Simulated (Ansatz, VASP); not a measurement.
Sc2GaAs3: VASP beside Ansatz

```
CELL_PARAMETERS angstrom
2.91724 1.68427 4.10528
-2.91724 1.68427 4.10528
0.00000 -3.36854 4.10528
ATOMIC_POSITIONS crystal
Sc 0.62980 0.62980 0.62980
Sc 0.37020 0.37020 0.37020
Ga 0.00000 0.00000 0.00000
As 0.00000 0.00000 0.50000
As 0.50000 0.00000 0.00000
As 0.00000 0.50000 0.00000
```

Change from the starting cell: species swapped into the Er2GeRh3 type (R-3m, No. 166).

Alike in both runs: task relaxation of cell and atoms; functional PBE; k mesh 6 × 6 × 6; occupations gaussian, width 0.1 eV; no spin polarisation.

|  | VASP | Ansatz |
| --- | --- | --- |
| version | VASP 6.6.1 | Ansatz 0.2.0 |
| potentials or method | VASP PAW PBE potentials, release 64 (Sc_sv, Ga_d, As), cutoff 500 eV | scalar-relativistic, plane waves, PAW |
| valence electrons in the cell | 50 | 80 |

```csv
,VASP,Ansatz,Ansatz less VASP
"gap on the k mesh at the Fermi level, each at its own relaxed structure (eV)",none,none,-
relaxed volume (Å³/atom),20.67,20.66,-0.019
relaxed cell length with the largest relative difference (Å),5.279,5.283,+0.0039
```

A gap of «none» marks a metal or a gap that the smearing closes. VASP's potentials hold 50 valence electrons a cell and Ansatz's 80, so a difference there can come from the potentials and not from the codes.
